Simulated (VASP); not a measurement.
LiNbO3:

```
Li Nb O
1.0
     2.57708    1.48788    4.66257
    -2.57708    1.48788    4.66257
     0.00000   -2.97576    4.66257
Li Nb O
2 2 6
Direct
  0.70547 0.70547 0.70547
  0.20547 0.20547 0.20547
  0.98751 0.98751 0.98751
  0.48751 0.48751 0.48751
  0.88248 0.27009 0.62090
  0.62090 0.88248 0.27009
  0.27009 0.62090 0.88248
  0.77009 0.38248 0.12090
  0.38248 0.12090 0.77009
  0.12090 0.77009 0.38248
```

| Item | Value |
| --- | --- |
| Program | VASP 6.6.1 |
| Task | relaxation of cell and atoms |
| Functional | PBEsol |
| Potentials or basis | VASP PAW PBE potentials, release 64 (Li_sv, Nb_sv, O) |
| Cutoff | 600 eV |
| k mesh | 6 × 6 × 6 |
| Occupations | gaussian, width 0.02 eV |
| Spin | no spin polarisation |

At the start: pressure -6.5 GPa; volume 10.73 Å³/atom.

**Question.** Where does the relaxation end?

**Answer.** Over 34 steps the energy falls by 8.4 meV/atom and the volume is 10.48 Å³/atom (-2.3 %); space group R3c (No. 161, to 0.1 Å) before and after.

The path:
```csv
step,energy change (eV),largest force (eV/Å),pressure (GPa),volume (Å³)
1,0.0000,0.5138,-6.50,107.27
2,0.1013,0.9990,11.14,100.65
3,-0.0726,0.2228,-0.16,104.58
4,-0.0727,0.2314,-0.04,104.52
5,-0.0790,0.0921,0.14,104.28
6,-0.0805,0.0614,0.32,104.08
7,-0.0820,0.0539,0.06,104.36
8,-0.0829,0.0462,-0.30,104.72
9,-0.0831,0.0521,0.45,104.60
10,-0.0834,0.0266,0.15,104.65
11,-0.0836,0.0181,0.10,104.75
12,-0.0838,0.0105,0.01,104.89
13,-0.0838,0.0106,0.02,104.87
14,-0.0838,0.0105,-0.11,104.89
15,-0.0838,0.0097,-0.07,104.89
16,-0.0838,0.0078,0.01,104.84
17,-0.0838,0.0078,0.02,104.82
18,-0.0838,0.0072,0.04,104.80
19,-0.0838,0.0074,0.03,104.81
20,-0.0838,0.0086,0.05,104.82
21,-0.0838,0.0085,0.04,104.82
22,-0.0838,0.0061,0.01,104.83
23,-0.0838,0.0055,-0.03,104.84
24,-0.0838,0.0057,0.03,104.82
25,-0.0838,0.0045,0.04,104.82
26,-0.0839,0.0049,0.01,104.83
27,-0.0839,0.0046,0.01,104.84
28,-0.0838,0.0047,0.00,104.85
29,-0.0838,0.0056,0.00,104.84
30,-0.0838,0.0051,0.00,104.84
31,-0.0838,0.0050,0.01,104.84
32,-0.0838,0.0023,-0.01,104.85
33,-0.0838,0.0020,-0.02,104.85
34,-0.0838,0.0018,-0.02,104.84
```

Final structure:
```yaml
crystal:
  lattice:
    - [2.56444, 1.48058, 4.60215]
    - [-2.56444, 1.48058, 4.60215]
    - [0.00000, -2.96116, 4.60215]
  atoms:
    - { symbol: Li, position: [0.70596, 0.70596, 0.70596] }
    - { symbol: Li, position: [0.20596, 0.20596, 0.20596] }
    - { symbol: Nb, position: [0.98856, 0.98856, 0.98856] }
    - { symbol: Nb, position: [0.48856, 0.48856, 0.48856] }
    - { symbol: O, position: [0.87743, 0.26818, 0.62632] }
    - { symbol: O, position: [0.62632, 0.87743, 0.26818] }
    - { symbol: O, position: [0.26818, 0.62632, 0.87743] }
    - { symbol: O, position: [0.76818, 0.37743, 0.12632] }
    - { symbol: O, position: [0.37743, 0.12632, 0.76818] }
    - { symbol: O, position: [0.12632, 0.76818, 0.37743] }
```

Caveat: the cutoff is under 1.25 times the usual one of these potentials, so pressure, stress and relaxed cells hold a basis-set (Pulay) error; the PAW data sets were made with another functional, which shifts forces and pressure a little.
